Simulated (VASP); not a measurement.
BaTiO3, 5 atoms in the cell. Symmetry: P4mm, No. 99, tetragonal system. The conventional cell has a = 3.946 Å, b = 3.946 Å, c = 3.964 Å, α = 90.00°, β = 90.00°, γ = 90.00°. Ba (site symmetry 4mm) has 12 O at 2.75 to 2.84 Å and 8 Ti at 3.40 to 3.45 Å within 3.6 Å. Within 2.5 Å of Ti (site symmetry 4mm) lie 6 O at 1.87 to 2.10 Å. O (site symmetry 2mm) has 2 Ti at 1.98 Å within 2.6 Å. O (site symmetry 4mm) has 2 Ti at 1.87 to 2.10 Å within 2.5 Å. 

- Program: VASP 6.6.1
- Task: single point
- Functional: RPBE
- Dispersion: D3(BJ)
- Potentials or basis: VASP PAW PBE potentials, release 64 (Ba_sv, Ti_sv, O)
- Cutoff: 520 eV
- k mesh: 7 × 7 × 7
- Occupations: fermi-dirac, width 0.05 eV
- Spin: no spin polarisation
- Dipole correction: no
- Further INCAR settings: ALGO = Normal; EDIFF = 1e-06; NBANDS = 28

Potentials or basis: VASP PAW PBE potentials, release 64 (Ba_sv, Ti_sv, O).

Run with:

```sh
$ cat potpaw_PBE.64/Ba_sv/POTCAR potpaw_PBE.64/Ti_sv/POTCAR potpaw_PBE.64/O/POTCAR > POTCAR
$ mpirun -np 1 vasp_std > vasp.out
```

Hardware: 1 thread of Intel(R) Xeon(R) 6975P-C (Granite Rapids), on a shared host.

Estimate the wall time of this run.

Run time: 35 s on 1 thread of Intel(R) Xeon(R) 6975P-C (Granite Rapids), on a shared host, peak memory 0.22 GiB. Counts: scf iterations 17, k points 40.
